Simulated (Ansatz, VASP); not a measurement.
Li4Ga2B: VASP beside Ansatz

```
CELL_PARAMETERS angstrom
4.41126 0.00000 0.00000
-2.20563 3.82027 0.00000
-2.20563 1.27342 6.03943
ATOMIC_POSITIONS crystal
Ga 0.40695 0.59305 0.22085
Ga 0.26645 0.73355 0.79935
B 0.12440 0.87560 0.37320
Li 0.83600 0.16400 0.50800
Li 0.70060 0.29940 0.10180
Li 0.99670 0.00330 0.99010
Li 0.54100 0.45900 0.62300
```

Alike in both runs: task single point; functional PBE; k mesh 5 × 5 × 5; occupations gaussian, width 0.14 eV; no spin polarisation.

|  | VASP | Ansatz |
| --- | --- | --- |
| version | VASP 6.6.1 | Ansatz 0.2.0 |
| potentials or method | VASP PAW PBE potentials, release 64 (Ga_d, B, Li_sv), cutoff 520 eV | PAW plane waves |
| valence electrons in the cell | 41 | 41 |

Ansatz gave:

| Property | Result |
| --- | --- |
| gap on the k mesh at the Fermi level (eV) | none |
| rms of the force components (eV/Å) | 0.322 |

Problem. Which values does VASP return?

Solution. gap on the k mesh at the Fermi level (eV): none; rms of the force components (eV/Å): 0.324.

Atom by atom the forces differ by 0.002 eV/Å (rms over components). A gap of «none» marks a metal or a gap that the smearing closes. Ansatz's warnings: structure snapped to symmetry.

Noted on VASP's run: the cutoff is under 1.25 times that of the potentials, so the pressure is a little rough.
